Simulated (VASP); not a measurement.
# Zn2CdSe3 in VASP: a series of runs

Zn2CdSe3 is run at these levels: PBE; tasks: single point.

Everything below comes from runs of VASP 6.6.1. Logs are shortened: lines on timing, memory, paths and dates and some standing lists are left out, and cuts for length are marked.

### Step 1. The cell of the first run

The typed cell holds 12 atoms: a = 4.147 Å, b = 4.148 Å, c = 20.587 Å, α = 90.03°, β = 89.99°, γ = 120.02°.

### Step 2. Single point, PBE

Input file INCAR:

```
SYSTEM = Zn2CdSe3
ALGO = Normal ; EDIFF = 1E-7
ENCUT = 520 ; GGA = PE
ISIF = 2 ; ISMEAR = 0
LASPH = .True. ; LCHARG = .False.
LREAL = .False. ; LWAVE = .False.
NBANDS = 66 ; NELM = 60
PREC = Accurate ; SIGMA = 0.1
```

Input file KPOINTS:

```
k-points
0
Gamma
  6 6 1
  0 0 0
```

Input file POSCAR:

```
Zn2CdSe3
1.0
    4.1474499086     -0.0006389026      0.0004005696
   -2.0742738674      3.5918425260     -0.0009441283
    0.0018420459     -0.0040455529     20.5866489377
Zn Cd Se
4 2 6
Direct
   -0.0000480821     -0.0003224347      0.1553828032
   -0.0007613697      0.0001746613      0.8372162850
    0.6674232109      0.3342566635      0.6779434459
    0.6669863659      0.3332018552      0.9964803769
   -0.0019267595     -0.0001165962      0.5099267621
    0.6684069998      0.3331060231      0.3280504690
    0.0017072844     -0.0003194307      0.2757767035
    0.0006092848      0.0007565520      0.6395219714
    0.0002940824     -0.0001434933      0.9580088716
    0.6666184870      0.3329211307      0.1173008305
    0.6647218980      0.3330019751      0.4573673544
    0.6659685982      0.3334830939      0.7987461265
```

Potentials or basis: VASP PAW PBE potentials, release 64 (Zn, Cd, Se).

On the command line:

```
$ cat potpaw_PBE.64/Zn/POTCAR potpaw_PBE.64/Cd/POTCAR potpaw_PBE.64/Se/POTCAR > POTCAR
$ mpirun -np 1 vasp_std > vasp.out
```

OUTCAR:

```text
SYSTEM = Zn2CdSe3
   EDIFF = 1E-7
   ENCUT = 520
   GGA = PE
   ISIF = 2
   ISMEAR = 0
   LASPH = .True.
   LREAL = .False.
   NELM = 60
   PREC = Accurate

 ion  position               nearest neighbor table
   1  1.000  1.000  0.155-   7 2.48  10 2.52  10 2.52  10 2.52
   2  0.999  0.000  0.837-   9 2.49  12 2.52  12 2.52  12 2.52
   3  0.667  0.334  0.678-  12 2.49   8 2.52   8 2.52   8 2.52
   4  0.667  0.333  0.996-  10 2.49   9 2.52   9 2.52   9 2.52
   5  0.998  1.000  0.510-  11 2.63  11 2.63  11 2.63   8 2.67
   6  0.668  0.333  0.328-   7 2.62   7 2.63   7 2.63  11 2.66
   7  0.002  1.000  0.276-   1 2.48   6 2.62   6 2.63   6 2.63
   8  0.001  0.001  0.640-   3 2.52   3 2.52   3 2.52   5 2.67
   9  0.000  1.000  0.958-   2 2.49   4 2.52   4 2.52   4 2.52
  10  0.667  0.333  0.117-   4 2.49   1 2.52   1 2.52   1 2.52
  11  0.665  0.333  0.457-   5 2.63   5 2.63   5 2.63   6 2.66
  12  0.666  0.333  0.799-   3 2.49   2 2.52   2 2.52   2 2.52

  LATTYP: Found a base centered monoclinic cell.
 ALAT       =    83.2868811952
 B/A-ratio  =     0.0862381014
 C/A-ratio  =     0.2521661788
 COS(beta)  =    -0.9988078025

  Lattice vectors:

 A1 = (  -6.2254078678,   3.6005725344, -41.1746425733)
 A2 = (  -0.0047819180,   7.1911372552, -41.1747855624)
 A3 = (   2.0761159133,  -3.5958880789,  20.5875930660)

Analysis of symmetry for initial positions (statically):
=====================================================================
 Subroutine PRICEL returns:
 Original cell was already a primitive cell.

 Routine SETGRP: Setting up the symmetry group for a
 base centered monoclinic supercell.

 Subroutine GETGRP returns: Found  1 space group operations
 (whereof  1 operations were pure point group operations)
 out of a pool of  4 trial point group operations.

The static configuration has the point symmetry C_1 .

Analysis of symmetry for dynamics (positions and initial velocities):
=====================================================================
 Subroutine PRICEL returns:
 Original cell was already a primitive cell.

 Routine SETGRP: Setting up the symmetry group for a
 base centered monoclinic supercell.

 Subroutine GETGRP returns: Found  1 space group operations
 (whereof  1 operations were pure point group operations)
 out of a pool of  4 trial point group operations.

The dynamic configuration has the point symmetry C_1 .

 Subroutine INISYM returns: Found  1 space group operations
 (whereof  1 operations are pure point group operations),
[... 123 lines left out ...]
   NUPDOWN=      -1.0000    fix difference up-down
   EMIN   =  10.00;   EMAX   =-10.00  energy-range for DOS
   EFERMI =   0.00;   METHOD = LEGACY
   ISMEAR =     0;   SIGMA  =   0.10  broadening in eV -4-tet -1-fermi 0-gaus
   EFERMI_NEDOS =   21; number of points for ismear=-14 and -15
   IALGO  =     38    algorithm
   IMIX   =      4    mixing-type and parameters
     AMIX     =   0.40;   BMIX     =  1.00
     AMIX_MAG =   1.60;   BMIX_MAG =  1.00
  volume/ion in A,a.u.               =      25.55       172.45
  Fermi-wavevector in a.u.,A,eV,Ry     =   1.156115  2.184740 18.185564  1.336601
  Thomas-Fermi vector in A             =   2.292738
   LORBIT       =      0    0 simple, 1 ext, 2 COOP (PROOUT), +10 PAW based schemes
   GGA     = PE    functional components
   LHFCALC =     F    Hartree Fock is set to
   AEXX    =    0.0000 exact exchange contribution
   IVDW    =     0    specifies the selected vdW correction
   LEPSILON=     F    determine dielectric tensor
   LRPA    =     F    only Hartree local field effects (RPA)
 non-spin polarized calculation
 Gauss-broadening in eV      SIGMA  =   0.10
  energy-cutoff  :      520.00
  volume of cell :      306.65
 maximum number of plane-waves:      8315
   NGX = 15   NGY = 15   NGZ = 77

 number of electron     107.9999972 magnetization

 Free energy of the ion-electron system (eV)
  ---------------------------------------------------
  ext. energy  EPLUGINS =         0.00000000
  ---------------------------------------------------
  free energy    TOTEN  =       -34.80360918 eV

  energy without entropy =      -34.80360912  energy(sigma->0) =      -34.80360915

 E-fermi :   1.5783     XC(G=0):  -8.9777

 val. band max:        1.2400017841   @ k =   0.0000   0.0000   0.0000
 cond. band min:       1.9078811502   @ k =   0.0000   0.0000   0.0000
 fundamental gap:      0.6678793661
 Fermi energy:         1.5783189033

 k-point     1 :       0.0000    0.0000    0.0000
  band No.  band energies     occupation
      1     -11.8299      2.00000
      2     -11.6744      2.00000
      3     -11.5041      2.00000
      4     -11.2825      2.00000
      5     -11.2739      2.00000
      6     -11.0951      2.00000
[... 1369 lines left out ...]
     65       6.3997      0.00000
     66       7.3990      0.00000

------------------------ aborting loop because EDIFF is reached ----------------------------------------

  FORCE on cell =-STRESS in cart. coord.  units (eV):
  Direction    XX          YY          ZZ          XY          YZ          ZX
  --------------------------------------------------------------------------------------
  -------------------------------------------------------------------------------------
  Total        0.4431007      0.4412889      0.4726715      0.0430051      0.0139477     -0.0116803
  in kB        2.3150886      2.3056223      2.4695884      0.2246905      0.0728734     -0.0610266
  external PRESSURE =       2.3634331 kB  Pullay stress =       0.0000000 kB

 VOLUME and BASIS-vectors are now :
 -----------------------------------------------------------------------------
  energy-cutoff  :      520.00
  volume of cell :      306.65
      direct lattice vectors                 reciprocal lattice vectors
     4.147449909 -0.000638903  0.000400570     0.241133465  0.139253558  0.000005789
    -2.074273867  3.591842526 -0.000944128     0.000042887  0.278433423  0.000054712
     0.001842046 -0.004045553 20.586648938    -0.000004690  0.000010060  0.048575174

 POSITION                                       TOTAL-FORCE (eV/Angst)
 -----------------------------------------------------------------------------------
      2.07393      3.58942      3.19827        -0.000066     -0.000287     -0.005768
      4.14547     -0.00340     17.23588         0.000392      0.000088     -0.009384
      2.07601      1.19743     13.95654        -0.000507     -0.001991     -0.005493
      2.07698      1.19235     20.51414         0.000729      0.000144     -0.005167
      2.06637      3.58872     10.49714        -0.001772     -0.001365      0.005717
      2.08184      1.19471      6.75341         0.002057     -0.000197      0.018273
     -2.06602      3.58958      5.67638        -0.007628      0.000409     -0.013138
      0.00214      0.00013     13.16561        -0.003025     -0.000158      0.021453
     -2.07099      3.58745     19.72125        -0.003224      0.000196      0.006618
      2.07441      1.19490      2.41478         0.002517      0.000897      0.005356
      2.06701      1.19382      9.41561         0.007036      0.002086     -0.030578
      2.07181      1.19416     16.44346         0.003491      0.000178      0.012111
 -----------------------------------------------------------------------------------
    total drift:                                0.000374     -0.000059     -0.001997

  FREE ENERGIE OF THE ION-ELECTRON SYSTEM (eV)
  ---------------------------------------------------
  free  energy   TOTEN  =       -34.8036091804 eV

  energy  without entropy=      -34.8036091194  energy(sigma->0) =      -34.80360915
```

OSZICAR:

```text
N       E                     dE             d eps       ncg     rms          rms(c)
DAV:   1     0.911878421854E+03    0.91188E+03   -0.47709E+04  2640   0.172E+03
DAV:   2     0.865960845480E+02   -0.82528E+03   -0.79384E+03  2640   0.424E+02
DAV:   3    -0.309491759162E+02   -0.11755E+03   -0.11457E+03  2962   0.151E+02
DAV:   4    -0.367129834983E+02   -0.57638E+01   -0.57283E+01  3086   0.320E+01
DAV:   5    -0.367858898912E+02   -0.72906E-01   -0.72809E-01  3016   0.355E+00    0.122E+01
DAV:   6    -0.348360291806E+02    0.19499E+01   -0.42918E+00  3472   0.278E+01    0.938E+00
DAV:   7    -0.348402832133E+02   -0.42540E-02   -0.35519E+00  3000   0.676E+00    0.320E+00
DAV:   8    -0.348040744103E+02    0.36209E-01   -0.25414E-01  2998   0.383E+00    0.742E-01
DAV:   9    -0.348023642027E+02    0.17102E-02   -0.38993E-02  3192   0.161E+00    0.249E-01
DAV:  10    -0.348030479069E+02   -0.68370E-03   -0.37354E-03  2846   0.633E-01    0.124E-01
DAV:  11    -0.348033824630E+02   -0.33456E-03   -0.65568E-04  2974   0.313E-01    0.718E-02
DAV:  12    -0.348035787370E+02   -0.19627E-03   -0.28564E-04  2740   0.119E-01    0.160E-02
DAV:  13    -0.348035992963E+02   -0.20559E-04   -0.48881E-05  3128   0.744E-02    0.811E-03
DAV:  14    -0.348036055227E+02   -0.62264E-05   -0.12170E-05  2792   0.334E-02    0.459E-03
DAV:  15    -0.348036085392E+02   -0.30165E-05   -0.50258E-06  2758   0.182E-02    0.208E-03
DAV:  16    -0.348036089109E+02   -0.37167E-06   -0.90439E-07  3016   0.758E-03    0.117E-03
DAV:  17    -0.348036091878E+02   -0.27696E-06   -0.43579E-07  2164   0.385E-03    0.570E-04
DAV:  18    -0.348036091804E+02    0.73833E-08   -0.50319E-08  1992   0.212E-03
   1 F= -.34803609E+02 E0= -.34803609E+02  d E =-.609833E-07
```

stdout:

```text
POSCAR found type information on POSCAR ZnCdSe
 POSCAR found :  3 types and      12 ions
 scaLAPACK will be used
 -----------------------------------------------------------------------------
|                                                                             |
|           W    W    AA    RRRRR   N    N  II  N    N   GGGG   !!!           |
|           W    W   A  A   R    R  NN   N  II  NN   N  G    G  !!!           |
[... 18 lines left out ...]
 -----------------------------------------------------------------------------

 LDA part: xc-table for (Slater+PW92), standard interpolation
 POSCAR, INCAR and KPOINTS ok, starting setup
 FFT: planning ... GRIDC
 FFT: planning ... GRID_SOFT
 FFT: planning ... GRID
 WAVECAR not read
 entering main loop
```

Wall time 14 min (1 thread of Intel Xeon Platinum 8375C at 2.90GHz (Ice Lake), shared host); peak memory 0.61 GiB.

What came out:

- Free energy: -34.8036 eV
- Pressure: 0.2 GPa
- Largest force: 0.031 eV/Å
- Band gap on the k mesh: 0.67 eV, direct

Forces in eV/Å, atoms in the order of the input:
```
Zn   0.000  0.000 -0.006
Zn   0.000  0.000 -0.009
Zn  -0.001 -0.002 -0.005
Zn   0.001  0.000 -0.005
Cd  -0.002 -0.001  0.006
Cd   0.002  0.000  0.018
Se  -0.008  0.000 -0.013
Se  -0.003  0.000  0.021
Se  -0.003  0.000  0.007
Se   0.003  0.001  0.005
Se   0.007  0.002 -0.031
Se   0.003  0.000  0.012
```

### Step 3. Single point, PBE

Input file INCAR:

```
SYSTEM = Zn2CdSe3
ALGO     = Normal         ! electronic algorithm
EDIFF    = 1E-6           ! SCF threshold, eV
ENCUT    = 520            ! plane-wave cutoff, eV
GGA      = PE             ! functional
ISIF     = 2              ! what is computed and relaxed
ISMEAR   = 0              ! smearing method
LASPH    = .TRUE.         ! aspherical terms in the spheres
LCHARG   = .FALSE.        ! write CHGCAR
LREAL    = .FALSE.        ! projectors in reciprocal space
LWAVE    = .FALSE.        ! write WAVECAR
NBANDS   = 66             ! bands
NELM     = 100            ! most SCF steps
PREC     = Accurate       ! precision mode
SIGMA    = 0.1            ! smearing width, eV
```

Input file KPOINTS:

```
k-points
0
G
  6 6 1
  0 0 0
```

Input file POSCAR:

```
Zn2CdSe3
1.0
    4.1464158000      0.0000000000      0.0000000000
   -2.0732079000      3.5909014000      0.0000000000
    0.0000000000      0.0000000000     20.5947684000
Zn Cd Se
4 2 6
Direct
    0.0000000000      0.0000000000      0.1553660000
    0.0000000000      0.0000000000      0.8372100000
    0.6666667000      0.3333333000      0.6779610000
    0.6666667000      0.3333333000      0.9964910000
    0.0000000000      0.0000000000      0.5098770000
    0.6666667000      0.3333333000      0.3279780000
    0.0000000000      0.0000000000      0.2757460000
    0.0000000000      0.0000000000      0.6395810000
    0.0000000000      0.0000000000      0.9580770000
    0.6666667000      0.3333333000      0.1173550000
    0.6666667000      0.3333333000      0.4572280000
    0.6666667000      0.3333333000      0.7988520000
```

Potentials or basis: VASP PAW PBE potentials, release 64 (Zn, Cd, Se).

On the command line:

```
$ cat potpaw_PBE.64/Zn/POTCAR potpaw_PBE.64/Cd/POTCAR potpaw_PBE.64/Se/POTCAR > POTCAR
$ mpirun -np 1 vasp_std > vasp.out
```

Run time: 4.9 min. Hardware: 1 thread of AMD EPYC 7R43 (Zen 3), shared host; peak memory 0.43 GiB.

Results (log left out):

- Free energy: -34.8037 eV
- Pressure: 0.2 GPa
- Largest force: 0.017 eV/Å
- Band gap on the k mesh: 0.67 eV, direct

Forces on the atoms (eV/Å):
```
Zn   0.000  0.000 -0.002
Zn   0.000  0.000  0.005
Zn   0.000  0.000  0.006
Zn   0.000  0.000  0.003
Cd   0.000  0.000  0.011
Cd   0.000  0.000  0.017
Se   0.000  0.000 -0.016
Se   0.000  0.000  0.007
Se   0.000  0.000 -0.004
Se   0.000  0.000 -0.005
Se   0.000  0.000 -0.017
Se   0.000  0.000 -0.005
```

Levels at points of the mesh, in eV from the valence-band top:
| k point | band 52 | band 53 | band 54 | band 55 | band 56 | band 57 |
| --- | --- | --- | --- | --- | --- | --- |
| (0.00, 0.00, 0.00) | -0.30 | 0.00 | 0.00 | 0.67 | 1.77 | 1.98 |
| (0.50, 0.00, 0.00) | -1.27 | -1.22 | -0.79 | 2.39 | 2.48 | 2.77 |

### Step 4. Single point, PBE

Input file INCAR:

```
SYSTEM = Zn2CdSe3
ALGO = Normal
EDIFF = 1E-6
ENCUT = 520
GGA = PE
ISIF = 2
ISMEAR = 0
LASPH = .True.
LCHARG = .False.
LREAL = .False.
LWAVE = .False.
NBANDS = 66
NELM = 80
PREC = Accurate
SIGMA = 0.1
```

Input file KPOINTS:

```
k-points
0
Gamma
  6 6 1
  0 0 0
```

Input file POSCAR:

```
Zn2CdSe3
1.0
    4.1477626407      0.0000000000      0.0000000000
   -2.0738813204      3.5920678157      0.0000000000
    0.0000000000      0.0000000000     20.5821047637
Zn Cd Se
4 2 6
Direct
    0.0000000000      0.0000000000      0.1553878136
    0.0000000000      0.0000000000      0.8371782461
    0.6666666667      0.3333333333      0.6779200308
    0.6666666667      0.3333333333      0.9964768455
    0.0000000000      0.0000000000      0.5098128595
    0.6666666667      0.3333333333      0.3280476317
    0.0000000000      0.0000000000      0.2758422353
    0.0000000000      0.0000000000      0.6395485861
    0.0000000000      0.0000000000      0.9580879141
    0.6666666667      0.3333333333      0.1173816410
    0.6666666667      0.3333333333      0.4571899369
    0.6666666667      0.3333333333      0.7988482596
```

On the command line:

```
$ cat potpaw_PBE.64/Zn/POTCAR potpaw_PBE.64/Cd/POTCAR potpaw_PBE.64/Se/POTCAR > POTCAR
$ mpirun -np 1 vasp_std > vasp.out
```

It took 4.5 min on 1 thread of AMD EPYC 7R43 (Zen 3), shared host; peak memory 0.44 GiB.

The run converged. Its results:

| Item | Value |
| --- | --- |
| Free energy | -34.8037 eV |
| Pressure | 0.2 GPa |
| Largest force | 0.020 eV/Å |
| Band gap on the k mesh | 0.67 eV, direct |

Forces on the atoms (eV/Å):
```
Zn   0.000  0.000 -0.001
Zn   0.000  0.000  0.004
Zn   0.000  0.000  0.004
Zn   0.000  0.000  0.003
Cd   0.000  0.000  0.009
Cd   0.000  0.000  0.001
Se   0.000  0.000 -0.020
Se   0.000  0.000  0.010
Se   0.000  0.000 -0.004
Se   0.000  0.000 -0.002
Se   0.000  0.000 -0.001
Se   0.000  0.000 -0.004
```

Levels at points of the mesh, in eV from the valence-band top:
| k point | band 50 | band 51 | band 52 | band 53 | band 54 | band 55 | band 56 | band 57 | band 58 | band 59 |
| --- | --- | --- | --- | --- | --- | --- | --- | --- | --- | --- |
| (0.00, 0.00, 0.00) | -0.32 | -0.30 | -0.30 | 0.00 | 0.00 | 0.67 | 1.76 | 1.98 | 2.05 | 2.23 |
| (0.50, 0.00, 0.00) | -1.42 | -1.38 | -1.27 | -1.22 | -0.79 | 2.39 | 2.48 | 2.77 | 2.90 | 3.13 |

(Continued in part 2 of 2.)
